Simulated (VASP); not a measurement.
Write the native input for VASP 6.6.1 that does the following.

* Task: single point
* Functional: PBE
* Potentials or basis: VASP PAW PBE potentials, release 64 (Rh_pv, H)
* Cutoff: 520 eV
* k mesh: 6 × 6 × 1
* Occupations: gaussian, width 0.1 eV
* Spin: no spin polarisation
* Dipole correction: yes
* Further INCAR settings: ALGO = Fast; EDIFF = 1e-06; NBANDS = 104

The structure of HRh6 lies in POSCAR:

```
HRh6
1.0
    5.4165863251      0.0000000000      0.0000000000
   -2.7082931626      4.6909013593      0.0000000000
    0.0000000000      0.0000000000     22.2966119230
Rh H
12 2
Direct
    0.3333333333      0.1666666667      0.1793994538
    0.3333333333      0.6666666667      0.1793994538
    0.8333333333      0.1666666667      0.1793994538
    0.8333333333      0.6666666667      0.1793994538
    0.1666666667      0.3333333333      0.2757769167
    0.1666666667      0.8333333333      0.2757769167
    0.6666666667      0.3333333333      0.2757769167
    0.6666666667      0.8333333333      0.2757769167
    0.0000000000      0.0000000000      0.3721019118
    0.0000000000      0.5000000000      0.3721019118
    0.5000000000      0.0000000000      0.3721019118
    0.5000000000      0.5000000000      0.3721019118
    0.2100290039      0.4200580078      0.4496921755
    0.2899709961      0.5799419922      0.4496921755
```

One way to write it, as run:

INCAR

```
ALGO = Fast ; DIPOL = 0.5 0.5 0.301
EDIFF = 1E-6 ; ENCUT = 520
GGA = PE ; IDIPOL = 3
ISIF = 2 ; ISMEAR = 0
LASPH = True ; LCHARG = False
LDIPOL = True ; LREAL = False
LWAVE = False ; NBANDS = 104
NELM = 100 ; PREC = Accurate
SIGMA = 0.1
```

KPOINTS

```
k-points
0
Gamma
  6 6 1
```

Potentials or basis: VASP PAW PBE potentials, release 64 (Rh_pv, H).

Command:

```bash
$ cat potpaw_PBE.64/Rh_pv/POTCAR potpaw_PBE.64/H/POTCAR > POTCAR
$ mpirun -np 1 vasp_std > vasp.out
```

Results of the run:

The largest force is 1.770 eV/Å and the band gap on the k mesh is zero (bands 91 and 92 overlap by 0.77 eV).

Run time: 53 min on 1 thread of Oxide Virtual Turin-like Processor, with other jobs on the host, peak memory 0.85 GiB.
